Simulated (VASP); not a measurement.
# Cu (Cmcm) in VASP: single point with PBEsol

Aim: the single point of Cu with PBEsol.

All numbers are computed with VASP 6.6.1; they aren't measurements. Logs are shortened: lines on timing, memory, paths and dates and some standing lists are left out, and cuts for length are marked.

### 1 The cell of the first run

It takes space group Cmcm (No. 63, orthorhombic). The conventional cell has a = 2.720 Å, b = 4.087 Å, c = 4.087 Å, α = 90.00°, β = 90.00°, γ = 90.00°. Cu (site symmetry m2m) has 12 Cu at 2.45 to 2.72 Å within 3.2 Å.

### 2 Single point, PBEsol

Input file INCAR:

```
PREC = Accurate
ENCUT = 520
EDIFF = 1E-7
ISMEAR = 0
SIGMA = 0.15
LREAL = False
LASPH = True
NELM = 60
ALGO = Fast
ISIF = 2
LWAVE = False
LCHARG = False
GGA = PS
NBANDS = 18
```

Input file KPOINTS:

```
regular mesh
0
Gamma
  14 14 8
```

Input file POSCAR:

```
Cu
1.0
   -1.4450917292      1.4450917292      1.3600072005
    1.4450917292     -1.4450917292      1.3600072005
    2.8901834585      2.8901834585      0.0000000000
Cu
2
Direct
   -0.0526380433      0.0526279236     -0.0000038925
    0.5526380433      0.4473720764      0.5000038925
```

Potentials or basis: VASP PAW PBE potentials, release 64 (Cu).

On the command line:

```
cat potpaw_PBE.64/Cu/POTCAR > POTCAR
mpirun -np 1 vasp_std > vasp.out
```

OUTCAR:

```text
PREC = Accurate
   ENCUT = 520
   EDIFF = 1E-7
   ISMEAR = 0
   LREAL = False
   LASPH = True
   NELM = 60
   ISIF = 2
   GGA = PS

 ion  position               nearest neighbor table
   1  0.947  0.053  1.000-   2 2.49   2 2.49   2 2.49   2 2.49   2 2.60   2 2.60
   2  0.553  0.447  0.500-   1 2.49   1 2.49   1 2.49   1 2.49   1 2.60   1 2.60

  LATTYP: Found a base centered orthorhombic cell.
 ALAT       =     2.7200144010
 B/A-ratio  =     1.5026893398
 C/A-ratio  =     1.5026893399

  Lattice vectors:

 A1 = (  -1.4450917292,   1.4450917292,   1.3600072005)
 A2 = (   1.4450917292,  -1.4450917292,   1.3600072005)
 A3 = (   2.8901834585,   2.8901834585,   0.0000000000)

Analysis of symmetry for initial positions (statically):
=====================================================================
 Subroutine PRICEL returns:
 Original cell was already a primitive cell.

 Routine SETGRP: Setting up the symmetry group for a
 base centered orthorhombic supercell.

 Subroutine GETGRP returns: Found  2 space group operations
 (whereof  1 operations were pure point group operations)
 out of a pool of  8 trial point group operations.

The static configuration has the point symmetry C_1 .
 The point group associated with its full space group is S_2 .

Analysis of symmetry for dynamics (positions and initial velocities):
=====================================================================
 Subroutine PRICEL returns:
 Original cell was already a primitive cell.

 Routine SETGRP: Setting up the symmetry group for a
 base centered orthorhombic supercell.

 Subroutine GETGRP returns: Found  2 space group operations
 (whereof  1 operations were pure point group operations)
 out of a pool of  8 trial point group operations.

The dynamic configuration has the point symmetry C_1 .
 The point group associated with its full space group is S_2 .

 Subroutine INISYM returns: Found  2 space group operations
 (whereof  1 operations are pure point group operations),
 and found     1 'primitive' translations

----------------------------------------------------------------------------------------

                                     Primitive cell

  volume of cell :      22.7207

  direct lattice vectors                    reciprocal lattice vectors
    -1.445091729  1.445091729  1.360007200    -0.172999399  0.172999399  0.367645112
     1.445091729 -1.445091729  1.360007200     0.172999399 -0.172999399  0.367645112
     2.890183459  2.890183459  0.000000000     0.172999399  0.172999399  0.000000000

  length of vectors
     2.454831928  2.454831928  4.087336645     0.441611268  0.441611268  0.244658096

  position of ions in fractional coordinates (direct lattice)
     0.947361957  0.052627924  0.999996108
     0.552638043  0.447372076  0.500003892

  ion indices of the primitive-cell ions
   primitive index   ion index
                 1           1
                 2           2

----------------------------------------------------------------------------------------

 KPOINTS: regular mesh

Automatic generation of k-mesh.
 Grid dimensions read from file:
 generate k-points for:   14   14    8

 Generating k-lattice:

  Cartesian coordinates                     Fractional coordinates (reciprocal lattice)
    -0.012357100  0.012357100  0.026260365     0.071428571  0.000000000  0.000000000
     0.012357100 -0.012357100  0.026260365     0.000000000  0.071428571  0.000000000
     0.021624925  0.021624925  0.000000000     0.000000000  0.000000000  0.125000000

  Length of vectors
     0.031543662  0.031543662  0.030582262

  Shift w.r.t. Gamma in fractional coordinates (k-lattice)
     0.000000000  0.000000000  0.000000000

 Subroutine IBZKPT returns following result:
 ===========================================

 Found    788 irreducible k-points:

 Following reciprocal coordinates:
            Coordinates               Weight
  0.000000  0.000000  0.000000      1.000000
  0.071429 -0.000000  0.000000      2.000000
 -0.000000  0.071429  0.000000      2.000000
  0.142857  0.000000  0.000000      2.000000
  0.000000  0.142857  0.000000      2.000000
  0.214286 -0.000000  0.000000      2.000000
[... 16 lines left out ...]
  0.357143  0.071429  0.000000      2.000000
  0.071429  0.357143  0.000000      2.000000
 [... further k-points ...]
   k-points           NKPTS =    788   k-points in BZ     NKDIM =    788   number of bands    NBANDS=     18
   number of dos      NEDOS =    301   number of ions     NIONS =      2
   total plane-waves  NPLWV =   9720
   dimension x,y,z NGX =    18 NGY =   18 NGZ =   30
   dimension x,y,z NGXF=    36 NGYF=   36 NGZF=   60
   ions per type =               2
   NGX,Y,Z   is equivalent  to a cutoff of  12.19, 12.19, 12.20 a.u.
   NGXF,Y,Z  is equivalent  to a cutoff of  24.38, 24.38, 24.40 a.u.
 SYSTEM =  unknown system
   PREC   = accura    normal or accurate (medium, high low for compatibility)
   ISTART =      0    job   : 0-new  1-cont  2-samecut
   ICHARG =      2    charge: 1-file 2-atom 10-const
   ISPIN  =      1    spin polarized calculation?
   LNONCOLLINEAR =      F non collinear calculations
   LSORBIT =      F    spin-orbit coupling
   LASPH  =      T    aspherical Exc in radial PAW
   ENCUT  =  520.0 eV  38.22 Ry    6.18 a.u.   4.56  4.56  7.60*2*pi/ulx,y,z
   NELM   =     60;   NELMIN=  2; NELMDL= -5     # of ELM steps
   EDIFF  = 0.1E-06   stopping-criterion for ELM
   LREAL  =      F    real-space projection
   EDIFFG = 0.1E-05   stopping-criterion for IOM
   NSW    =      0    number of steps for IOM
   IBRION =     -1    ionic relax: 0-MD 1-quasi-New 2-CG
   NFREE  =      0    steps in history (QN), initial steepest desc. (CG)
   ISIF   =      2    stress and relaxation
   ISYM   =      2    0-nonsym 1-usesym 2-fastsym
   POTIM  = 0.5000    time-step for ionic-motion
   TEBEG  =    0.0;   TEEND  =   0.0 temperature during run
   PSTRESS=    0.0 pullay stress
   NELECT =      22.0000    total number of electrons
   NUPDOWN=      -1.0000    fix difference up-down
   EMIN   =  10.00;   EMAX   =-10.00  energy-range for DOS
   EFERMI =   0.00;   METHOD = LEGACY
   ISMEAR =     0;   SIGMA  =   0.15  broadening in eV -4-tet -1-fermi 0-gaus
   EFERMI_NEDOS =   21; number of points for ismear=-14 and -15
   IALGO  =     68    algorithm
   IMIX   =      4    mixing-type and parameters
     AMIX     =   0.40;   BMIX     =  1.00
     AMIX_MAG =   1.60;   BMIX_MAG =  1.00
  volume/ion in A,a.u.               =      11.36        76.66
  Fermi-wavevector in a.u.,A,eV,Ry     =   1.619602  3.060605 35.689600  2.623112
  Thomas-Fermi vector in A             =   2.713677
   LORBIT       =      0    0 simple, 1 ext, 2 COOP (PROOUT), +10 PAW based schemes
   GGA     = PS    functional components
   LHFCALC =     F    Hartree Fock is set to
   AEXX    =    0.0000 exact exchange contribution
   IVDW    =     0    specifies the selected vdW correction
   LEPSILON=     F    determine dielectric tensor
   LRPA    =     F    only Hartree local field effects (RPA)
 non-spin polarized calculation
 RMM-DIIS sequential band-by-band and
 Gauss-broadening in eV      SIGMA  =   0.15
  energy-cutoff  :      520.00
  volume of cell :       22.72
 maximum number of plane-waves:       632
   NGX =  9   NGY =  9   NGZ = 15

 number of electron      21.9999984 magnetization

 Free energy of the ion-electron system (eV)
  ---------------------------------------------------
  ext. energy  EPLUGINS =         0.00000000
  ---------------------------------------------------
  free energy    TOTEN  =        -8.55393821 eV

  energy without entropy =       -8.54500558  energy(sigma->0) =       -8.54947190

 E-fermi :   7.8854     XC(G=0): -13.1354

 val. band max:        7.8848494983   @ k =   0.2143   0.3571   0.0000
 cond. band min:       7.8964607351   @ k =   0.5000   0.1429   0.2500
 fundamental gap:      0.0116112368
 Fermi energy:         7.8854166966

 k-point     1 :       0.0000    0.0000    0.0000
  band No.  band energies     occupation
      1      -1.7964      2.00000
      2       2.5823      2.00000
      3       4.1776      2.00000
      4       4.6650      2.00000
      5       4.6859      2.00000
      6       4.9700      2.00000
[... 10 lines left out ...]
     17      31.7925      0.00000
     18      32.6998      0.00000

 k-point     2 :       0.0714   -0.0000    0.0000
  band No.  band energies     occupation
      1      -1.6383      2.00000
      2       2.6737      2.00000
      3       4.1699      2.00000
      4       4.6566      2.00000
      5       4.7422      2.00000
      6       4.9391      2.00000
[... 10 lines left out ...]
     17      32.1852      0.00000
     18      32.4309      0.00000

 k-point     3 :      -0.0000    0.0714    0.0000
  band No.  band energies     occupation
      1      -1.6383      2.00000
      2       2.6737      2.00000
      3       4.1699      2.00000
      4       4.6566      2.00000
      5       4.7422      2.00000
      6       4.9391      2.00000
[... 10 lines left out ...]
     17      32.1851      0.00000
     18      32.4311      0.00000

 k-point     4 :       0.1429    0.0000    0.0000
  band No.  band energies     occupation
      1      -1.1714      2.00000
      2       2.9209      2.00000
      3       4.1381      2.00000
      4       4.6151      2.00000
      5       4.7711      2.00000
      6       4.9244      2.00000
[... 10 lines left out ...]
     17      30.1227      0.00000
     18      31.9493      0.00000

 k-point     5 :       0.0000    0.1429    0.0000
  band No.  band energies     occupation
      1      -1.1714      2.00000
      2       2.9209      2.00000
      3       4.1381      2.00000
      4       4.6151      2.00000
      5       4.7711      2.00000
      6       4.9244      2.00000
[... 10 lines left out ...]
     17      30.1227      0.00000
     18      31.9494      0.00000

 k-point     6 :       0.2143   -0.0000    0.0000
  band No.  band energies     occupation
      1      -0.4213      2.00000
      2       3.2289      2.00000
      3       4.0945      2.00000
      4       4.3648      2.00000
      5       4.5575      2.00000
      6       4.9180      2.00000
[... 10 lines left out ...]
     17      27.5309      0.00000
     18      30.4910      0.00000

 k-point     7 :      -0.0000    0.2143    0.0000
  band No.  band energies     occupation
      1      -0.4213      2.00000
      2       3.2289      2.00000
      3       4.0944      2.00000
      4       4.3648      2.00000
      5       4.5574      2.00000
      6       4.9179      2.00000
[... 10 lines left out ...]
     17      27.5309      0.00000
     18      30.4910      0.00000

 k-point     8 :       0.2857    0.0000    0.0000
  band No.  band energies     occupation
      1       0.5542      2.00000
      2       3.4112      2.00000
      3       3.9937      2.00000
      4       4.1214      2.00000
      5       4.5323      2.00000
      6       4.7665      2.00000
[... 10 lines left out ...]
     17      24.8043      0.00000
     18      29.3093      0.00000
[... 229 lines left out ...]
     17      26.6859      0.00000
     18      30.1852      0.00000

 k-point    20 :       0.0714    0.2143    0.0000
  band No.  band energies     occupation
      1       0.0551      2.00000
      2       3.3633      2.00000
      3       3.9933      2.00000
      4       4.2312      2.00000
      5       4.6063      2.00000
      6       4.8427      2.00000
[... 10 lines left out ...]
     17      26.6859      0.00000
     18      30.1852      0.00000

 k-point    21 :       0.2857    0.0714    0.0000
  band No.  band energies     occupation
      1       1.0745      2.00000
      2       3.4327      2.00000
      3       3.9030      2.00000
      4       4.1059      2.00000
      5       4.6411      2.00000
      6       4.7495      2.00000
[... 10 lines left out ...]
     17      23.8475      0.00000
     18      29.7411      0.00000

 k-point    22 :       0.0714    0.2857    0.0000
  band No.  band energies     occupation
      1       1.0745      2.00000
      2       3.4327      2.00000
      3       3.9030      2.00000
      4       4.1059      2.00000
      5       4.6411      2.00000
      6       4.7494      2.00000
[... 10 lines left out ...]
     17      23.8475      0.00000
     18      29.7389      0.00000

 k-point    23 :       0.3571    0.0714    0.0000
  band No.  band energies     occupation
      1       2.0902      2.00000
      2       3.3693      2.00000
      3       3.6848      2.00000
      4       4.2325      2.00000
      5       4.6095      2.00000
      6       4.7431      2.00000
[... 10 lines left out ...]
     17      21.7014      0.00000
     18      29.6259      0.00000

 k-point    24 :       0.0714    0.3571    0.0000
  band No.  band energies     occupation
      1       2.0902      2.00000
      2       3.3693      2.00000
      3       3.6848      2.00000
      4       4.2325      2.00000
      5       4.6094      2.00000
      6       4.7431      2.00000
[... 10 lines left out ...]
     17      21.7014      0.00000
     18      29.5463      0.00000

 [... further k-points ...]
[... 5 lines left out ...]
  --------------------------------------------------------------------------------------
  -------------------------------------------------------------------------------------
  Total        0.3240610      0.3240460     -0.2966633     -0.2477664     -0.0000239      0.0000243
  in kB       22.8515309     22.8504759    -20.9195533    -17.4715339     -0.0016882      0.0017151
  external PRESSURE =       8.2608179 kB  Pullay stress =       0.0000000 kB

 VOLUME and BASIS-vectors are now :
 -----------------------------------------------------------------------------
  energy-cutoff  :      520.00
  volume of cell :       22.72
      direct lattice vectors                 reciprocal lattice vectors
    -1.445091729  1.445091729  1.360007200    -0.172999399  0.172999399  0.367645112
     1.445091729 -1.445091729  1.360007200     0.172999399 -0.172999399  0.367645112
     2.890183459  2.890183459  0.000000000     0.172999399  0.172999399  0.000000000

 POSITION                                       TOTAL-FORCE (eV/Angst)
 -----------------------------------------------------------------------------------
      1.59720      4.18314      1.35999        -0.000682      0.001034      0.000068
      1.29298      1.59722      1.36002         0.000682     -0.001034     -0.000068
 -----------------------------------------------------------------------------------
    total drift:                                0.000000      0.000000      0.000000

  FREE ENERGIE OF THE ION-ELECTRON SYSTEM (eV)
  ---------------------------------------------------
  free  energy   TOTEN  =        -8.5539382116 eV

  energy  without entropy=       -8.5450055826  energy(sigma->0) =       -8.54947190
```

It took 4.8 min on 1 thread of Intel Xeon Platinum 8259CL at 2.50GHz (Skylake/Cascade Lake), shared host; peak memory 0.35 GiB.

What came out:

| Quantity | Value |
| --- | --- |
| Free energy | -8.5539 eV |
| Pressure | 0.8 GPa |
| Band gap on the k mesh | zero (band 11 reaches 12.20 eV, above the bottom of band 12 at 5.97 eV) |

Levels at points of the mesh, in eV from the Fermi level:
```tsv
k point	band 8	band 9	band 10	band 11	band 12	band 13	band 14	band 15
(0.00, 0.00, 0.00)	-2.38	-2.29	-1.89	-1.58	-1.03	4.11	19.29	19.65
(0.50, 0.00, 0.00)	-1.85	-1.74	-1.71	0.03	0.93	8.02	8.47	10.02
(0.00, 0.50, 0.00)	-1.85	-1.74	-1.71	0.03	0.93	8.02	8.47	10.02
(0.50, 0.50, 0.00)	-1.63	-1.51	-1.47	-0.07	3.37	8.31	8.55	9.95
(0.00, 0.00, 0.50)	-2.67	-2.19	-2.19	-1.90	-1.90	13.06	13.06	21.23
(0.50, 0.00, 0.50)	-1.96	-1.58	-1.58	-0.26	-0.26	4.65	4.65	17.51
(0.00, 0.50, 0.50)	-1.96	-1.58	-1.58	-0.26	-0.26	4.65	4.65	17.51
(0.50, 0.50, 0.50)	-2.23	-1.48	-1.48	2.05	2.05	5.77	5.77	13.24
```

Caveat: the PAW data sets were made with another functional, which shifts forces and pressure a little.
